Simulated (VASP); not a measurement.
# C (Fd-3m) in VASP: notebook

The runs below take C through single point, relaxation of cell and atoms, with revPBE+D3(BJ).

All numbers are computed with VASP 6.6.1; they aren't measurements. Logs are shortened: lines on timing, memory, paths and dates and some standing lists are left out, and cuts for length are marked.

### 1 The cell of the first run

It takes space group Fd-3m (No. 227, cubic). The conventional cell has a = 3.554 Å, b = 3.554 Å, c = 3.554 Å, α = 90.00°, β = 90.00°, γ = 90.00°. Within 2.1 Å of C (site symmetry -43m) lie 4 C at 1.54 Å.

### 2 Single point, revPBE+D3(BJ)

INCAR

```
SYSTEM = C
ALGO = Normal
EDIFF = 1E-6
ENCUT = 520
GGA = RE
ISIF = 2
ISMEAR = -1
IVDW = 12
LASPH = .True.
LCHARG = .False.
LREAL = .False.
LWAVE = .False.
NBANDS = 11
NELM = 80
PREC = Accurate
SIGMA = 0.05
```

KPOINTS

```
k-points
0
Gamma
  13 13 13
  0 0 0
```

POSCAR

```
C
1.0
    0.0000000000      1.7770147060      1.7770147060
    1.7770147060      0.0000000000      1.7770147060
    1.7770147060      1.7770147060      0.0000000000
C
2
Direct
    0.7500000000      0.7500000000      0.7500000000
    0.5000000000      0.5000000000      0.5000000000
```

Potentials or basis: VASP PAW PBE potentials, release 64 (C).

Run with:

```bash
cat potpaw_PBE.64/C/POTCAR > POTCAR
mpirun -np 1 vasp_std > vasp.out
```

OUTCAR:

```text
SYSTEM = C
   EDIFF = 1E-6
   ENCUT = 520
   GGA = RE
   ISIF = 2
   ISMEAR = -1
   IVDW = 12
   LASPH = .True.
   LREAL = .False.
   NELM = 80
   PREC = Accurate
 IVDW          = 12

 ion  position               nearest neighbor table
   1  0.750  0.750  0.750-   2 1.54   2 1.54   2 1.54   2 1.54
   2  0.500  0.500  0.500-   1 1.54   1 1.54   1 1.54   1 1.54

  LATTYP: Found a face centered cubic cell.
 ALAT       =     3.5540294120

  Lattice vectors:

 A1 = (   0.0000000000,   1.7770147060,   1.7770147060)
 A2 = (   1.7770147060,   0.0000000000,   1.7770147060)
 A3 = (   1.7770147060,   1.7770147060,   0.0000000000)

Analysis of symmetry for initial positions (statically):
=====================================================================
 Subroutine PRICEL returns:
 Original cell was already a primitive cell.

 Routine SETGRP: Setting up the symmetry group for a
 face centered cubic supercell.

 Subroutine GETGRP returns: Found 48 space group operations
 (whereof 24 operations were pure point group operations)
 out of a pool of 48 trial point group operations.

The static configuration has the point symmetry T_d .
 The point group associated with its full space group is O_h .

Analysis of symmetry for dynamics (positions and initial velocities):
=====================================================================
 Subroutine PRICEL returns:
 Original cell was already a primitive cell.

 Routine SETGRP: Setting up the symmetry group for a
 face centered cubic supercell.

 Subroutine GETGRP returns: Found 48 space group operations
 (whereof 24 operations were pure point group operations)
 out of a pool of 48 trial point group operations.

The dynamic configuration has the point symmetry T_d .
 The point group associated with its full space group is O_h .

 Subroutine INISYM returns: Found 48 space group operations
 (whereof 24 operations are pure point group operations),
 and found     1 'primitive' translations

----------------------------------------------------------------------------------------

                                     Primitive cell

  volume of cell :      11.2228

  direct lattice vectors                    reciprocal lattice vectors
     0.000000000  1.777014706  1.777014706    -0.281370772  0.281370772  0.281370772
     1.777014706  0.000000000  1.777014706     0.281370772 -0.281370772  0.281370772
     1.777014706  1.777014706  0.000000000     0.281370772  0.281370772 -0.281370772

  length of vectors
[... 89 lines left out ...]
   ISYM   =      2    0-nonsym 1-usesym 2-fastsym
   POTIM  = 0.5000    time-step for ionic-motion
   TEBEG  =    0.0;   TEEND  =   0.0 temperature during run
   PSTRESS=    0.0 pullay stress
   NELECT =       8.0000    total number of electrons
   NUPDOWN=      -1.0000    fix difference up-down
   EMIN   =  10.00;   EMAX   =-10.00  energy-range for DOS
   EFERMI =   0.00;   METHOD = LEGACY
   ISMEAR =    -1;   SIGMA  =   0.05  broadening in eV -4-tet -1-fermi 0-gaus
   EFERMI_NEDOS =   21; number of points for ismear=-14 and -15
   IALGO  =     38    algorithm
   IMIX   =      4    mixing-type and parameters
     AMIX     =   0.40;   BMIX     =  1.00
     AMIX_MAG =   1.60;   BMIX_MAG =  1.00
  volume/ion in A,a.u.               =       5.61        37.87
  Fermi-wavevector in a.u.,A,eV,Ry     =   1.462414  2.763563 29.098182  2.138656
  Thomas-Fermi vector in A             =   2.578631
   LORBIT       =      0    0 simple, 1 ext, 2 COOP (PROOUT), +10 PAW based schemes
   GGA     = RE    functional components
   LHFCALC =     F    Hartree Fock is set to
   AEXX    =    0.0000 exact exchange contribution
   IVDW    =    12    specifies the selected vdW correction
   LEPSILON=     F    determine dielectric tensor
   LRPA    =     F    only Hartree local field effects (RPA)
 non-spin polarized calculation
  energy-cutoff  :      520.00
  volume of cell :       11.22
 maximum number of plane-waves:       311
   NGX =  9   NGY =  9   NGZ =  9

 number of electron       7.9999999 magnetization

 Free energy of the ion-electron system (eV)
  ---------------------------------------------------
  ext. energy  EPLUGINS =         0.00000000
  ---------------------------------------------------
  free energy    TOTEN  =       -17.36867745 eV

  energy without entropy =      -17.36867745  energy(sigma->0) =      -17.36867745

 E-fermi :  10.8463     XC(G=0): -13.2464

 val. band max:        9.9787341094   @ k =   0.0000   0.0000   0.0000
 cond. band min:      14.1343703583   @ k =   0.3846   0.3846   0.0000
 fundamental gap:      4.1556362489
 Fermi energy:        10.8462600629

 k-point     1 :       0.0000    0.0000    0.0000
  band No.  band energies     occupation
      1     -11.7057      2.00000
      2       9.9787      2.00000
      3       9.9787      2.00000
      4       9.9787      2.00000
      5      15.5999      0.00000
      6      15.5999      0.00000
      7      15.5999      0.00000
      8      23.5117      0.00000
      9      29.4856      0.00000
     10      36.5509      0.00000
     11      36.5509      0.00000
[... 309 lines left out ...]
 k-point    24 :       0.4615    0.1538    0.0000
  band No.  band energies     occupation
      1      -6.6501      2.00000
      2      -1.3809      2.00000
      3       5.4938      2.00000
      4       6.0258      2.00000
      5      17.1033      0.00000
      6      20.6550      0.00000
      7      20.9957      0.00000
      8      24.0417      0.00000
      9      30.8060      0.00000
     10      33.5369      0.00000
     11      37.2265      0.00000

 [... further k-points ...]

------------------------ aborting loop because EDIFF is reached ----------------------------------------

 Edisp (eV)   -0.79956

 E8    (eV) :    -0.4646

  FORCE on cell =-STRESS in cart. coord.  units (eV):
  Direction    XX          YY          ZZ          XY          YZ          ZX
  --------------------------------------------------------------------------------------
  -------------------------------------------------------------------------------------
  Total       0.04805     0.04805     0.04805     0.00000     0.00000     0.00000
  in kB       6.85986     6.85986     6.85986     0.00000     0.00000     0.00000
  external pressure =        6.86 kB  Pullay stress =        0.00 kB

 VOLUME and BASIS-vectors are now :
 -----------------------------------------------------------------------------
  energy-cutoff  :      520.00
  volume of cell :       11.22
      direct lattice vectors                 reciprocal lattice vectors
     0.000000000  1.777014706  1.777014706    -0.281370772  0.281370772  0.281370772
     1.777014706  0.000000000  1.777014706     0.281370772 -0.281370772  0.281370772
     1.777014706  1.777014706  0.000000000     0.281370772  0.281370772 -0.281370772

 POSITION                                       TOTAL-FORCE (eV/Angst)
 -----------------------------------------------------------------------------------
      2.66552      2.66552      2.66552        -0.000000     -0.000000     -0.000000
      1.77701      1.77701      1.77701         0.000000      0.000000      0.000000
 -----------------------------------------------------------------------------------
    total drift:                                0.000000     -0.000000      0.000000

  FREE ENERGIE OF THE ION-ELECTRON SYSTEM (eV)
  ---------------------------------------------------
  free  energy   TOTEN  =       -18.1682370042 eV

  energy  without entropy=      -18.1682370041  energy(sigma->0) =      -18.16823700
```

OSZICAR:

```text
N       E                     dE             d eps       ncg     rms          rms(c)
DAV:   1     0.184701046218E+01    0.18470E+01   -0.48060E+03  1944   0.699E+02
DAV:   2    -0.176218517538E+02   -0.19469E+02   -0.18897E+02  2404   0.128E+02
DAV:   3    -0.179669961527E+02   -0.34514E+00   -0.34447E+00  2183   0.129E+01
DAV:   4    -0.179674963066E+02   -0.50015E-03   -0.50014E-03  1982   0.620E-01
DAV:   5    -0.179674968633E+02   -0.55671E-06   -0.55673E-06  2135   0.195E-02    0.575E+00
DAV:   6    -0.175158789487E+02    0.45162E+00   -0.23091E-01  1890   0.339E+00    0.347E+00
DAV:   7    -0.173659978835E+02    0.14988E+00   -0.28975E-01  1998   0.386E+00    0.758E-01
DAV:   8    -0.173685843925E+02   -0.25865E-02   -0.90915E-03  1929   0.707E-01    0.547E-02
DAV:   9    -0.173686475491E+02   -0.63157E-04   -0.12252E-04  2187   0.879E-02    0.267E-02
DAV:  10    -0.173686770014E+02   -0.29452E-04   -0.27696E-05  1974   0.469E-02    0.534E-03
DAV:  11    -0.173686774471E+02   -0.44567E-06   -0.63752E-07  2226   0.724E-03
   1 F= -.18168237E+02 E0= -.18168237E+02  d E =-.762706E-10
```

stdout:

```text
POSCAR found type information on POSCAR C
 POSCAR found :  1 types and       2 ions
 scaLAPACK will be used
 -----------------------------------------------------------------------------
|                                                                             |
|                                                                             |
|     You enforced a specific xc type in the INCAR file but a different       |
|     I HOPE YOU KNOW WHAT YOU ARE DOING!                                     |
|                                                                             |
 -----------------------------------------------------------------------------

 LDA part: xc-table for (Slater+PW92), standard interpolation
 POSCAR, INCAR and KPOINTS ok, starting setup
 FFT: planning ... GRIDC
 FFT: planning ... GRID_SOFT
 FFT: planning ... GRID
 WAVECAR not read
 entering main loop
```

Run time: 5.3 s. Hardware: 1 thread of AMD EPYC 9R45 (Zen 5), shared host; peak memory 0.1 GiB.

Results:

```
Free energy                : -18.1682 eV
Pressure                   : 0.7 GPa
Band gap on the k mesh     : 4.16 eV, indirect (least direct gap 5.62 eV)
Dispersion energy per atom : -0.400 eV
```

Caveat: the PAW data sets were made with another functional, which shifts forces and pressure a little.

### 3 Relaxation of cell and atoms, revPBE+D3(BJ)

This run uses another cell than the first one, of 5.67 Å³/atom, 1.011 times its volume.

INCAR

```
SYSTEM = C
  ALGO = Normal
  EDIFF = 1E-6
  EDIFFG = -0.005
  ENCUT = 600
  GGA = RE
  IBRION = 2
  ISIF = 3
  ISMEAR = -1
  IVDW = 12
  LASPH = .True.
  LCHARG = .False.
  LREAL = .False.
  LWAVE = .False.
  NELM = 80
  NSW = 80
  PREC = Accurate
  SIGMA = 0.05
```

KPOINTS is that of step 2.

POSCAR

```
C
1.0
    0.0000000000      1.7833700000      1.7833700000
    1.7833700000      0.0000000000      1.7833700000
    1.7833700000      1.7833700000      0.0000000000
C
2
Direct
    0.7500000000      0.7500000000      0.7500000000
    0.5000000000      0.5000000000      0.5000000000
```

Potentials or basis: VASP PAW PBE potentials, release 64 (C).

Run with:

```bash
cat potpaw_PBE.64/C/POTCAR > POTCAR
mpirun -np 1 vasp_std > vasp.out
```

OUTCAR:

```text
SYSTEM = C
   EDIFF = 1E-6
   EDIFFG = -0.005
   ENCUT = 600
   GGA = RE
   IBRION = 2
   ISIF = 3
   ISMEAR = -1
   IVDW = 12
   LASPH = .True.
   LREAL = .False.
   NELM = 80
   NSW = 80
   PREC = Accurate
 IVDW          = 12

 ion  position               nearest neighbor table
   1  0.750  0.750  0.750-   2 1.54   2 1.54   2 1.54   2 1.54
   2  0.500  0.500  0.500-   1 1.54   1 1.54   1 1.54   1 1.54

  LATTYP: Found a face centered cubic cell.
 ALAT       =     3.5667400000

  Lattice vectors:

 A1 = (   0.0000000000,   1.7833700000,   1.7833700000)
 A2 = (   1.7833700000,   0.0000000000,   1.7833700000)
 A3 = (   1.7833700000,   1.7833700000,   0.0000000000)

Analysis of symmetry for initial positions (statically):
=====================================================================
 Subroutine PRICEL returns:
 Original cell was already a primitive cell.

 Routine SETGRP: Setting up the symmetry group for a
 face centered cubic supercell.

 Subroutine GETGRP returns: Found 48 space group operations
 (whereof 24 operations were pure point group operations)
 out of a pool of 48 trial point group operations.

The static configuration has the point symmetry T_d .
 The point group associated with its full space group is O_h .

Analysis of symmetry for dynamics (positions and initial velocities):
=====================================================================
 Subroutine PRICEL returns:
 Original cell was already a primitive cell.

 Routine SETGRP: Setting up the symmetry group for a
 face centered cubic supercell.

 Subroutine GETGRP returns: Found 48 space group operations
 (whereof 24 operations were pure point group operations)
 out of a pool of 48 trial point group operations.

The dynamic configuration has the point symmetry T_d .
 The point group associated with its full space group is O_h .

 Subroutine INISYM returns: Found 48 space group operations
 (whereof 24 operations are pure point group operations),
 and found     1 'primitive' translations

----------------------------------------------------------------------------------------

[... 101 lines left out ...]
   TEBEG  =    0.0;   TEEND  =   0.0 temperature during run
   PSTRESS=    0.0 pullay stress
   NELECT =       8.0000    total number of electrons
   NUPDOWN=      -1.0000    fix difference up-down
   EMIN   =  10.00;   EMAX   =-10.00  energy-range for DOS
   EFERMI =   0.00;   METHOD = LEGACY
   ISMEAR =    -1;   SIGMA  =   0.05  broadening in eV -4-tet -1-fermi 0-gaus
   EFERMI_NEDOS =   21; number of points for ismear=-14 and -15
   IALGO  =     38    algorithm
   IMIX   =      4    mixing-type and parameters
     AMIX     =   0.40;   BMIX     =  1.00
     AMIX_MAG =   1.60;   BMIX_MAG =  1.00
  volume/ion in A,a.u.               =       5.67        38.28
  Fermi-wavevector in a.u.,A,eV,Ry     =   1.457203  2.753714 28.891161  2.123440
  Thomas-Fermi vector in A             =   2.574032
   LORBIT       =      0    0 simple, 1 ext, 2 COOP (PROOUT), +10 PAW based schemes
   GGA     = RE    functional components
   LHFCALC =     F    Hartree Fock is set to
   AEXX    =    0.0000 exact exchange contribution
   IVDW    =    12    specifies the selected vdW correction
   LEPSILON=     F    determine dielectric tensor
   LRPA    =     F    only Hartree local field effects (RPA)
 conjugate gradient relaxation of ions
 non-spin polarized calculation
  energy-cutoff  :      600.00
  volume of cell :       11.34
 maximum number of plane-waves:       388
   NGX =  9   NGY =  9   NGZ =  9

--------------------------------------- Ionic step        1  -------------------------------------------

 number of electron       7.9999999 magnetization

 Free energy of the ion-electron system (eV)
  ---------------------------------------------------
  ext. energy  EPLUGINS =         0.00000000
  ---------------------------------------------------
  free energy    TOTEN  =       -17.38169472 eV

  energy without entropy =      -17.38169472  energy(sigma->0) =      -17.38169472

------------------------ aborting loop because EDIFF is reached ----------------------------------------

 Edisp (eV)   -0.79119

 E8    (eV) :    -0.4598
[... 71 lines left out ...]
--------------------------------------- Ionic step        3  -------------------------------------------

 number of electron       7.9999999 magnetization

 Free energy of the ion-electron system (eV)
  ---------------------------------------------------
  ext. energy  EPLUGINS =         0.00000000
  ---------------------------------------------------
  free energy    TOTEN  =       -17.37499179 eV

  energy without entropy =      -17.37499179  energy(sigma->0) =      -17.37499179

 E-fermi :  10.8408     XC(G=0): -13.2473

 val. band max:        9.9802243571   @ k =   0.0000   0.0000   0.0000
 cond. band min:      14.1366996830   @ k =   0.3846   0.3846   0.0000
 fundamental gap:      4.1564753259
 Fermi energy:        10.8408308328

 k-point     1 :       0.0000    0.0000    0.0000
  band No.  band energies     occupation
      1     -11.7062      2.00000
      2       9.9802      2.00000
      3       9.9802      2.00000
      4       9.9802      2.00000
      5      15.6023      0.00000
      6      15.6023      0.00000
      7      15.6023      0.00000
      8      23.5169      0.00000
[... 243 lines left out ...]
 k-point    24 :       0.4615    0.1538    0.0000
  band No.  band energies     occupation
      1      -6.6514      2.00000
      2      -1.3820      2.00000
      3       5.4943      2.00000
      4       6.0261      2.00000
      5      17.1060      0.00000
      6      20.6573      0.00000
      7      20.9987      0.00000
      8      24.0432      0.00000

 [... further k-points ...]

------------------------ aborting loop because EDIFF is reached ----------------------------------------

 Edisp (eV)   -0.79972

 E8    (eV) :    -0.4647
[... 25 lines left out ...]
  FREE ENERGIE OF THE ION-ELECTRON SYSTEM (eV)
  ---------------------------------------------------
  free  energy   TOTEN  =       -18.1747139845 eV

  energy  without entropy=      -18.1747139845  energy(sigma->0) =      -18.17471398

 reached required accuracy - stopping structural energy minimisation
```

OSZICAR:

```text
N       E                     dE             d eps       ncg     rms          rms(c)
DAV:   1     0.258821962415E+01    0.25882E+01   -0.55503E+03  1400   0.108E+03
DAV:   2    -0.178430185411E+02   -0.20431E+02   -0.19603E+02  2240   0.123E+02
DAV:   3    -0.179592720601E+02   -0.11625E+00   -0.11625E+00  1400   0.121E+01
[... 15 lines left out ...]
       N       E                     dE             d eps       ncg     rms          rms(c)
DAV:   1    -0.173757639690E+02   -0.14042E-01   -0.53888E-02  1584   0.242E+00    0.214E-01
DAV:   2    -0.173752197853E+02    0.54418E-03   -0.43339E-04  1448   0.210E-01    0.111E-01
DAV:   3    -0.173749925959E+02    0.22719E-03   -0.44523E-04  1464   0.171E-01    0.188E-02
DAV:   4    -0.173749917880E+02    0.80794E-06   -0.81597E-07  1320   0.131E-02
   3 F= -.18174714E+02 E0= -.18174714E+02  d E =-.183398E-02
```

CONTCAR:

```text
C
   1.00000000000000
    -0.0000000000000000    1.7768921639302793    1.7768921639302793
     1.7768921639302793   -0.0000000000000000    1.7768921639302793
     1.7768921639302793    1.7768921639302793    0.0000000000000000
  C
     2
Direct
     0.7500000000000000    0.7500000000000000    0.7500000000000000
     0.5000000000000000    0.5000000000000000    0.5000000000000000

  0.00000000E+00  0.00000000E+00  0.00000000E+00
  0.00000000E+00  0.00000000E+00  0.00000000E+00
```

Run time: 7.2 s. Hardware: 1 thread of AMD EPYC 9R45 (Zen 5), shared host; peak memory 0.1 GiB.

What came out:

```yaml
Free_energy: -18.1747 eV
Relaxed_volume: 5.61 Å³/atom
Relaxed_cell: a = 2.513 Å, b = 2.513 Å, c = 2.513 Å, α = 60.00°, β = 60.00°, γ = 60.00°
Space_group_after_relaxing_to_0.05_Å: Fd-3m (No. 227)
Energy_gained_by_relaxing: 0.9 meV/atom
Ionic_steps: 3
Pressure_after_relaxing: 0.0 GPa
Band_gap_on_the_k_mesh: 4.16 eV, indirect (least direct gap 5.62 eV)
Dispersion_energy_per_atom: -0.400 eV
```

The path:
```csv
step,energy change (eV),largest force (eV/Å),pressure (GPa),volume (Å³)
1,0.0000,0.0000,-4.71,11.34
2,0.0009,0.0000,6.01,11.07
3,-0.0018,0.0000,-0.01,11.22
```

Final structure:
```
CELL_PARAMETERS angstrom
0.00000 1.77689 1.77689
1.77689 0.00000 1.77689
1.77689 1.77689 0.00000
ATOMIC_POSITIONS crystal
C 0.75000 0.75000 0.75000
C 0.50000 0.50000 0.50000
```

Caveat: the PAW data sets were made with another functional, which shifts forces and pressure a little.

### 4 How close it comes

Step 3. The cell as given is a measured one (5.67 Å³/atom); revPBE+D3(BJ) puts the equilibrium volume -1.1 % from it, thermal expansion not counted.
